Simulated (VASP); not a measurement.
# Hf3Si2 (P4/mbm) in VASP: notebook

Runs on Hf3Si2. Level: PBEsol. Tasks: single point, relaxation of shape and atoms at fixed volume.

Everything below comes from runs of VASP 6.6.1. Logs are shortened: lines on timing, memory, paths and dates and some standing lists are left out, and cuts for length are marked.

### 1 The cell of the first run

The structure is tetragonal, space group P4/mbm (No. 127). The conventional cell has a = 6.939 Å, b = 6.939 Å, c = 3.679 Å, α = 90.00°, β = 90.00°, γ = 90.00°. Within 3.7 Å of Hf (site symmetry m2m) lie 6 Si at 2.71 to 2.79 Å and 11 Hf at 3.16 to 3.68 Å. Within 3.7 Å of Hf (site symmetry 4/m) lie 4 Si at 2.75 Å and 10 Hf at 3.16 to 3.68 Å. Si (site symmetry m2m) has 1 Si at 2.43 Å and 8 Hf at 2.71 to 2.79 Å within 3.2 Å.

### 2 Single point, PBEsol (uniaxial strain along c: +2.0 %, then relaxed in part)

INCAR

```
SYSTEM = Hf3Si2
PREC     = Accurate       ! precision mode
ENCUT    = 520            ! plane-wave cutoff, eV
EDIFF    = 1E-6           ! SCF threshold, eV
ISMEAR   = 0              ! smearing method
SIGMA    = 0.1            ! smearing width, eV
LREAL    = .False.        ! projectors in reciprocal space
LASPH    = .True.         ! aspherical terms in the spheres
NELM     = 60             ! most SCF steps
ALGO     = Fast           ! electronic algorithm
ISIF     = 2              ! what is computed and relaxed
LWAVE    = .False.        ! write WAVECAR
LCHARG   = .False.        ! write CHGCAR
GGA      = PS             ! functional
NBANDS   = 49             ! bands
```

KPOINTS

```
Automatic mesh
0
Gamma
  6 6 10
  0 0 0
```

POSCAR

```
Hf3Si2
1.0
    6.9387916306      0.0000000000      0.0000000000
    0.0000000000      6.9387916306      0.0000000000
    0.0000000000      0.0000000000      3.6791686819
Hf Si
6 4
Direct
    0.6736180113      0.8263819887      0.5000000000
    0.8263819887      0.3263819887      0.5000000000
    0.3263819887      0.1736180113      0.5000000000
    0.1736180113      0.6736180113      0.5000000000
    0.5000000000      0.5000000000      0.0000000000
    0.0000000000      0.0000000000      0.0000000000
    0.6239307399      0.1239307399      0.0000000000
    0.8760692601      0.6239307399      0.0000000000
    0.1239307399      0.3760692601      0.0000000000
    0.3760692601      0.8760692601      0.0000000000
```

Potentials or basis: VASP PAW PBE potentials, release 64 (Hf_pv, Si).

Command:

```bash
$ cat potpaw_PBE.64/Hf_pv/POTCAR potpaw_PBE.64/Si/POTCAR > POTCAR
$ mpirun -np 1 vasp_std > vasp.out
```

OUTCAR:

```text
SYSTEM = Hf3Si2
   PREC = Accurate
   ENCUT = 520
   EDIFF = 1E-6
   ISMEAR = 0
   LREAL = .False.
   LASPH = .True.
   NELM = 60
   ISIF = 2
   GGA = PS

 ion  position               nearest neighbor table
   1  0.674  0.826  0.500-   8 2.71   8 2.71  10 2.79   7 2.79   7 2.79  10 2.79   6 3.16   6 3.16
                             5 3.16   5 3.16   3 3.41   2 3.63   4 3.63   2 3.63   4 3.63
   2  0.826  0.326  0.500-   7 2.71   7 2.71   9 2.79   8 2.79   8 2.79   9 2.79   6 3.16   6 3.16
                             5 3.16   5 3.16   4 3.41   3 3.63   1 3.63   1 3.63   3 3.63
   3  0.326  0.174  0.500-   9 2.71   9 2.71  10 2.79   7 2.79   7 2.79  10 2.79   6 3.16   6 3.16
                             5 3.16   5 3.16   1 3.41   2 3.63   4 3.63   4 3.63   2 3.63
   4  0.174  0.674  0.500-  10 2.71  10 2.71   8 2.79   8 2.79   9 2.79   9 2.79   6 3.16   6 3.16
                             5 3.16   5 3.16   2 3.41   1 3.63   3 3.63   3 3.63   1 3.63
   5  0.500  0.500  0.000-   7 2.75   8 2.75   9 2.75  10 2.75   1 3.16   2 3.16   3 3.16   4 3.16
                             1 3.16   2 3.16   3 3.16   4 3.16
   6  0.000  0.000  0.000-   7 2.75   8 2.75   9 2.75  10 2.75   1 3.16   2 3.16   3 3.16   4 3.16
                             1 3.16   2 3.16   3 3.16   4 3.16
   7  0.624  0.124  0.000-  10 2.43   2 2.71   2 2.71   5 2.75   6 2.75   1 2.79   1 2.79   3 2.79
                             3 2.79
   8  0.876  0.624  0.000-   9 2.43   1 2.71   1 2.71   5 2.75   6 2.75   2 2.79   4 2.79   2 2.79
                             4 2.79
   9  0.124  0.376  0.000-   8 2.43   3 2.71   3 2.71   5 2.75   6 2.75   2 2.79   2 2.79   4 2.79
                             4 2.79
  10  0.376  0.876  0.000-   7 2.43   4 2.71   4 2.71   5 2.75   6 2.75   3 2.79   1 2.79   3 2.79
                             1 2.79

  LATTYP: Found a simple tetragonal cell.
 ALAT       =     6.9387916306
 C/A-ratio  =     0.5302319017

  Lattice vectors:

 A1 = (   6.9387916306,   0.0000000000,   0.0000000000)
 A2 = (   0.0000000000,   6.9387916306,   0.0000000000)
 A3 = (   0.0000000000,   0.0000000000,   3.6791686819)

Analysis of symmetry for initial positions (statically):
=====================================================================
 Subroutine PRICEL returns:
 Original cell was already a primitive cell.

 Routine SETGRP: Setting up the symmetry group for a
 simple tetragonal supercell.

 Subroutine GETGRP returns: Found 16 space group operations
 (whereof  8 operations were pure point group operations)
 out of a pool of 16 trial point group operations.

[... 142 lines left out ...]
   PSTRESS=    0.0 pullay stress
   NELECT =      76.0000    total number of electrons
   NUPDOWN=      -1.0000    fix difference up-down
   EMIN   =  10.00;   EMAX   =-10.00  energy-range for DOS
   EFERMI =   0.00;   METHOD = LEGACY
   ISMEAR =     0;   SIGMA  =   0.10  broadening in eV -4-tet -1-fermi 0-gaus
   EFERMI_NEDOS =   21; number of points for ismear=-14 and -15
   IALGO  =     68    algorithm
   IMIX   =      4    mixing-type and parameters
     AMIX     =   0.40;   BMIX     =  1.00
     AMIX_MAG =   1.60;   BMIX_MAG =  1.00
  volume/ion in A,a.u.               =      17.71       119.54
  Fermi-wavevector in a.u.,A,eV,Ry     =   1.234734  2.333310 20.743023  1.524569
  Thomas-Fermi vector in A             =   2.369413
   LORBIT       =      0    0 simple, 1 ext, 2 COOP (PROOUT), +10 PAW based schemes
   GGA     = PS    functional components
   LHFCALC =     F    Hartree Fock is set to
   AEXX    =    0.0000 exact exchange contribution
   IVDW    =     0    specifies the selected vdW correction
   LEPSILON=     F    determine dielectric tensor
   LRPA    =     F    only Hartree local field effects (RPA)
 non-spin polarized calculation
 RMM-DIIS sequential band-by-band and
 Gauss-broadening in eV      SIGMA  =   0.10
  energy-cutoff  :      520.00
  volume of cell :      177.14
 maximum number of plane-waves:      4804
 NGX is ok and might be reduce to    54
   NGX = 25   NGY = 25   NGZ = 13

 number of electron      75.9999999 magnetization

 Free energy of the ion-electron system (eV)
  ---------------------------------------------------
  ext. energy  EPLUGINS =         0.00000000
  ---------------------------------------------------
  free energy    TOTEN  =       -94.66762798 eV

  energy without entropy =      -94.63312881  energy(sigma->0) =      -94.65037840

 E-fermi :   6.4743     XC(G=0): -11.6918

 val. band max:        6.4686122777   @ k =   0.5000   0.3333   0.2000
 cond. band min:       6.5057354770   @ k =   0.3333   0.1667   0.5000
 fundamental gap:      0.0371231994
 Fermi energy:         6.4743389096

 k-point     1 :       0.0000    0.0000    0.0000
  band No.  band energies     occupation
      1     -23.8138      2.00000
      2     -23.8138      2.00000
      3     -23.8019      2.00000
      4     -23.7243      2.00000
      5     -23.6781      2.00000
      6     -23.6323      2.00000
[... 1237 lines left out ...]
     48       9.9107      0.00000
     49      10.2234      0.00000

 [... further k-points ...]

------------------------ aborting loop because EDIFF is reached ----------------------------------------

  FORCE on cell =-STRESS in cart. coord.  units (eV):
  Direction    XX          YY          ZZ          XY          YZ          ZX
  --------------------------------------------------------------------------------------
  -------------------------------------------------------------------------------------
  Total       -0.0664259     -0.0664259     -3.0739194      0.0000000      0.0000000      0.0000000
  in kB       -0.6008006     -0.6008006    -27.8026164      0.0000000      0.0000000      0.0000000
  external PRESSURE =      -9.6680726 kB  Pullay stress =       0.0000000 kB

 VOLUME and BASIS-vectors are now :
 -----------------------------------------------------------------------------
  energy-cutoff  :      520.00
  volume of cell :      177.14
      direct lattice vectors                 reciprocal lattice vectors
     6.938791631  0.000000000  0.000000000     0.144117312  0.000000000  0.000000000
     0.000000000  6.938791631  0.000000000     0.000000000  0.144117312  0.000000000
     0.000000000  0.000000000  3.679168682     0.000000000  0.000000000  0.271800531

 POSITION                                       TOTAL-FORCE (eV/Angst)
 -----------------------------------------------------------------------------------
      4.67410      5.73409      1.83958         0.003433     -0.003433     -0.000000
      5.73409      2.26470      1.83958        -0.003433     -0.003433     -0.000000
      2.26470      1.20470      1.83958        -0.003433      0.003433      0.000000
      1.20470      4.67410      1.83958         0.003433      0.003433      0.000000
      3.46940      3.46940      0.00000         0.000000      0.000000     -0.000000
      0.00000      0.00000      0.00000         0.000000      0.000000     -0.000000
      4.32933      0.85993      0.00000        -0.001061     -0.001061     -0.000000
      6.07886      4.32933      0.00000         0.001061     -0.001061     -0.000000
      0.85993      2.60947      0.00000        -0.001061      0.001061      0.000000
      2.60947      6.07886      0.00000         0.001061      0.001061     -0.000000
 -----------------------------------------------------------------------------------
    total drift:                                0.000000     -0.000000      0.000000

  FREE ENERGIE OF THE ION-ELECTRON SYSTEM (eV)
  ---------------------------------------------------
  free  energy   TOTEN  =       -94.6676279814 eV

  energy  without entropy=      -94.6331288118  energy(sigma->0) =      -94.65037840
```

Run time: 5.8 min. Hardware: 1 thread of Intel Xeon 6975P-C (Granite Rapids), shared host; peak memory 0.52 GiB.

Results:

* Free energy: -94.6676 eV
* Pressure: -1.0 GPa
* Largest force: 0.005 eV/Å
* Band gap on the k mesh: zero (bands 38 and 39 overlap by 1.26 eV)

Forces in eV/Å, atoms in the order of the input:
```
Hf   0.003 -0.003  0.000
Hf  -0.003 -0.003  0.000
Hf  -0.003  0.003  0.000
Hf   0.003  0.003  0.000
Hf   0.000  0.000  0.000
Hf   0.000  0.000  0.000
Si  -0.001 -0.001  0.000
Si   0.001 -0.001  0.000
Si  -0.001  0.001  0.000
Si   0.001  0.001  0.000
```

Stress tensor (GPa, compression positive):
```
-0.06  0.00  0.00
 0.00 -0.06  0.00
 0.00  0.00 -2.78
```

Caveat: the cell differs from its parent crystal (uniaxial strain along c: +2.0 %, then relaxed in part); the PAW data sets were made with another functional, which shifts forces and pressure a little; spin-orbit coupling is left out, which moves the levels of the heavy elements.

### 3 Single point, PBEsol (uniaxial strain along c: +2.0 %)

INCAR

```
SYSTEM = Hf3Si2
ALGO = Fast
EDIFF = 1E-6
ENCUT = 520
GGA = PS
ISIF = 2
ISMEAR = 0
LASPH = .TRUE.
LCHARG = .FALSE.
LREAL = .FALSE.
LWAVE = .FALSE.
NBANDS = 49
NELM = 100
PREC = Accurate
SIGMA = 0.1
```

KPOINTS

```
k-points
0
G
  6 6 10
  0 0 0
```

POSCAR

```
Hf3Si2
1.0
    6.9415786832      0.0000000000      0.0000000000
    0.0000000000      6.9415786832      0.0000000000
    0.0000000000      0.0000000000      3.6791686819
Hf Si
6 4
Direct
    0.6738642686      0.8261357314      0.5000000000
    0.8261357314      0.3261357314      0.5000000000
    0.3261357314      0.1738642686      0.5000000000
    0.1738642686      0.6738642686      0.5000000000
    0.5000000000      0.5000000000      0.0000000000
    0.0000000000      0.0000000000      0.0000000000
    0.6238117758      0.1238117758      0.0000000000
    0.8761882242      0.6238117758      0.0000000000
    0.1238117758      0.3761882242      0.0000000000
    0.3761882242      0.8761882242      0.0000000000
```

Potentials or basis: VASP PAW PBE potentials, release 64 (Hf_pv, Si).

Command:

```bash
$ cat potpaw_PBE.64/Hf_pv/POTCAR potpaw_PBE.64/Si/POTCAR > POTCAR
$ mpirun -np 1 vasp_std > vasp.out
```

Run time: 5.4 min. Hardware: 1 thread of Intel Xeon 6975P-C (Granite Rapids), shared host; peak memory 0.52 GiB.

The run converged. Its results:

```
Free energy            : -94.6675 eV
Pressure               : -1.1 GPa
Largest force          : 0.017 eV/Å
Band gap on the k mesh : zero (bands 38 and 39 overlap by 1.26 eV)
```

Forces on the atoms (eV/Å):
```
Hf  -0.012  0.012  0.000
Hf   0.012  0.012  0.000
Hf   0.012 -0.012  0.000
Hf  -0.012 -0.012  0.000
Hf   0.000  0.000  0.000
Hf   0.000  0.000  0.000
Si   0.002  0.002  0.000
Si  -0.002  0.002  0.000
Si   0.002 -0.002  0.000
Si  -0.002 -0.002  0.000
```

Stress tensor (GPa, compression positive):
```
-0.22  0.00  0.00
 0.00 -0.22  0.00
 0.00  0.00 -2.87
```

Levels at points of the mesh, in eV from the Fermi level:
| k point | band 36 | band 37 | band 38 | band 39 | band 40 | band 41 |
| --- | --- | --- | --- | --- | --- | --- |
| (0.00, 0.00, 0.00) | -0.39 | -0.23 | -0.22 | 1.11 | 1.14 | 1.48 |
| (0.50, 0.00, 0.00) | -0.41 | 0.48 | 0.48 | 0.97 | 0.97 | 1.56 |
| (0.50, 0.50, 0.00) | -0.37 | -0.07 | -0.07 | 0.13 | 0.13 | 1.32 |
| (0.00, 0.00, 0.50) | -0.04 | 0.23 | 0.29 | 0.29 | 0.45 | 0.71 |
| (0.50, 0.00, 0.50) | -0.91 | -0.41 | -0.41 | -0.06 | -0.06 | 2.05 |
| (0.50, 0.50, 0.50) | -1.20 | -0.60 | -0.60 | -0.58 | -0.58 | 2.18 |

Caveat: the cell differs from its parent crystal (uniaxial strain along c: +2.0 %); the PAW data sets were made with another functional, which shifts forces and pressure a little; spin-orbit coupling is left out, which moves the levels of the heavy elements.

### 4 Relaxation of shape and atoms at fixed volume, PBEsol (18.61 Å³/atom)

This run uses another cell than the first one, of 18.61 Å³/atom.

INCAR

```
  PREC = Accurate
  ENCUT = 600
  EDIFF = 1E-6
  ISMEAR = 0
  SIGMA = 0.1
  LREAL = F
  LASPH = T
  NELM = 100
  ALGO = Fast
  ISIF = 4
  LWAVE = F
  LCHARG = F
  GGA = PS
  IBRION = 2
  NSW = 50
  EDIFFG = -0.01
```

KPOINTS

```
Automatic mesh
0
Gamma
  6 6 10
```

POSCAR

```
Hf3Si2
1.0
    7.1015423247      0.0000000000      0.0000000000
    0.0000000000      7.1015423247      0.0000000000
    0.0000000000      0.0000000000      3.6899490857
Hf Si
6 4
Direct
    0.6734651966      0.8265348034      0.5000000000
    0.8265348034      0.3265348034      0.5000000000
    0.3265348034      0.1734651966      0.5000000000
    0.1734651966      0.6734651966      0.5000000000
    0.5000000000      0.5000000000      0.0000000000
    0.0000000000      0.0000000000      0.0000000000
    0.6241065148      0.1241065148      0.0000000000
    0.8758934852      0.6241065148      0.0000000000
    0.1241065148      0.3758934852      0.0000000000
    0.3758934852      0.8758934852      0.0000000000
```

Command:

```bash
$ cat potpaw_PBE.64/Hf_pv/POTCAR potpaw_PBE.64/Si/POTCAR > POTCAR
$ mpirun -np 1 vasp_std > vasp.out
```

Run time: 74 min. Hardware: 1 thread of Oxide Virtual Turin-like, shared host; peak memory 0.62 GiB.

Results (log left out):

```
Free energy                  : -94.4281 eV
Energy gained by relaxing    : 0.2 meV/atom
Ionic steps                  : 8
Pressure after relaxing      : -7.9 GPa
Largest force after relaxing : 0.006 eV/Å
Band gap on the k mesh       : zero (bands 38 and 39 overlap by 1.22 eV)
```

Forces in eV/Å, atoms in the order of the input:
```
Hf  -0.005  0.005  0.000
Hf   0.005  0.005  0.000
Hf   0.005 -0.005  0.000
Hf  -0.005 -0.005  0.000
Hf   0.000  0.000  0.000
Hf   0.000  0.000  0.000
Si   0.003  0.003  0.000
Si  -0.003  0.003  0.000
Si   0.003 -0.003  0.000
Si  -0.003 -0.003  0.000
```

Step by step:
```
step  energy change (eV)  largest force (eV/Å)  pressure (GPa)  volume (Å³)
   1              0.0000                0.0200           -7.98       186.09
   2             -0.0014                0.0180           -7.93       186.09
   3             -0.0018                0.0162           -7.89       186.09
   4             -0.0019                0.0154           -7.88       186.09
   5             -0.0018                0.0150           -7.87       186.09
   6             -0.0019                0.0159           -7.88       186.09
   7             -0.0019                0.0159           -7.88       186.09
   8             -0.0019                0.0065           -7.88       186.09
```

Final structure:
```
Hf Si
1.0
     7.08521    0.00000    0.00000
     0.00000    7.08521    0.00000
     0.00000    0.00000    3.70698
Hf Si
6 4
Direct
  0.67318 0.82682 0.50000
  0.82682 0.32682 0.50000
  0.32682 0.17318 0.50000
  0.17318 0.67318 0.50000
  0.50000 0.50000 0.00000
  0.00000 0.00000 0.00000
  0.62431 0.12431 0.00000
  0.87569 0.62431 0.00000
  0.12431 0.37569 0.00000
  0.37569 0.87569 0.00000
```

Levels at points of the mesh, in eV from the Fermi level:
```tsv
k point	band 34	band 35	band 36	band 37	band 38	band 39	band 40	band 41	band 42	band 43
(0.00, 0.00, 0.00)	-0.53	-0.53	-0.34	-0.21	-0.17	1.02	1.16	1.47	1.47	1.69
(0.50, 0.00, 0.00)	-1.29	-0.33	-0.33	0.54	0.54	0.91	0.91	1.44	1.44	1.74
(0.50, 0.50, 0.00)	-0.84	-0.31	-0.31	-0.09	-0.09	0.22	0.22	1.27	1.27	2.00
(0.00, 0.00, 0.50)	-1.24	-0.67	-0.03	0.18	0.19	0.19	0.33	0.73	0.87	0.87
(0.50, 0.00, 0.50)	-1.46	-0.92	-0.92	-0.40	-0.40	-0.10	-0.10	1.95	1.95	2.63
(0.50, 0.50, 0.50)	-1.30	-1.18	-1.18	-0.59	-0.59	-0.56	-0.56	2.01	2.01	3.48
```

Caveat: the PAW data sets were made with another functional, which shifts forces and pressure a little; spin-orbit coupling is left out, which moves the levels of the heavy elements.

### 5 The runs side by side

| task | cell | cutoff (eV) | gap on the mesh (eV) | pressure (GPa) | largest force (eV/Å) |
| --- | --- | --- | --- | --- | --- |
| single point | a = 6.939, b = 6.939, c = 3.679 Å, 10 atoms | 520 | none | -1.0 | - |
| single point | a = 6.942, b = 6.942, c = 3.679 Å, 10 atoms | 520 | none | -1.1 | 0.02 |
| relaxation of shape and atoms at fixed volume | relaxed from a = 7.102, b = 7.102, c = 3.690 Å, 10 atoms | 600 | none | -7.9 | 0.01 |

Alike in all rows: level PBEsol; potentials or basis VASP PAW PBE potentials, release 64 (Hf_pv, Si); no spin polarisation; k mesh 6 × 6 × 10; smearing gaussian 0.1 eV.

Caveats: the PAW data sets were made with another functional, which shifts forces and pressure a little; spin-orbit coupling is left out, which moves the levels of the heavy elements.

Absolute energies hang on the potentials; compare differences alone.
